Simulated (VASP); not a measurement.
Runs of VASP 6.6.1 on Ca2C. Symmetry: Fm-3m, No. 225, cubic system. The conventional cell has a = 6.257 Å, b = 6.257 Å, c = 6.257 Å, α = 90.00°, β = 90.00°, γ = 90.00°. C (site symmetry m-3m) has 8 Ca at 2.71 Å within 3.6 Å. Ca (site symmetry -43m) has 4 C at 2.71 Å and 6 Ca at 3.13 Å within 3.6 Å. 

```tsv
level	k mesh	grid for exact exchange (PRECFOCK)	share of exact exchange	screening parameter	gap on the mesh (eV)	pressure (GPa)
HSE06	4 × 4 × 4	Normal	0.25	0.2079 1/Å	0.82	0.6
PBE-based global hybrid with 10 % exact exchange	4 × 4 × 4	Normal	0.1	-	(a)	0.7
PBE-based screened hybrid with 20 % exact exchange	4 × 4 × 4	Normal	0.2	0.2078 1/Å	0.69	0.6
r2SCAN	6 × 6 × 6	-	-	-	0.40	(b)
PBE-based screened hybrid with 30 % exact exchange	4 × 4 × 4	Normal	0.3	0.3 1/Å	0.76	0.6
```

Alike in all rows: task single point; potentials or basis VASP PAW PBE potentials, release 64 (C, Ca_sv); no spin polarisation; cell as given; cutoff (eV) 520; smearing gaussian 0.01 eV.

Estimate the missing entries.

(a) 0.71; (b) 0.4.

Caveats: some runs use coarse meshes; the PAW data sets were made with another functional, which shifts forces and pressure a little.

A k mesh can miss the band edges.
